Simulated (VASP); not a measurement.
Here is a VASP 6.6.1 calculation.

The input INCAR:

```
SYSTEM = Co
ALGO = Fast
EDIFF = 1E-6
ENCUT = 520
GGA = PE
ISIF = 2
ISMEAR = 0
ISPIN = 2
LASPH = .True.
LCHARG = .False.
LMAXMIX = 4
LORBIT = 11
LREAL = .False.
LWAVE = .False.
MAGMOM = 2 2
NBANDS = 20
NELM = 150
PREC = Accurate
SIGMA = 0.025
```

File KPOINTS:

```
k-points
0
Gamma
  12 12 7
  0 0 0
```

POSCAR

```
Co
1.0
    2.4719999032      0.0000000000      0.0000000000
   -1.2359999516      2.1408147143      0.0000000000
    0.0000000000      0.0000000000      4.0211440800
Co
2
Direct
    0.6666666667      0.3333333333      0.7500000000
    0.3333333333      0.6666666667      0.2500000000
```

Potentials or basis: VASP PAW PBE potentials, release 64 (Co).

Command:

```sh
$ cat potpaw_PBE.64/Co/POTCAR > POTCAR
$ mpirun -np 1 vasp_std > vasp.out
```

Task: What does it give for the pressure?

Result: 3.9 GPa.

Task: Estimate the net moment.

Result: 3.21 μB per cell.

Task: Predict the site moments.

Result: Co +1.62 μB.

Stress tensor (GPa, compression positive):
```
4.99 0.00 0.00
0.00 4.99 0.00
0.00 0.00 1.78
```
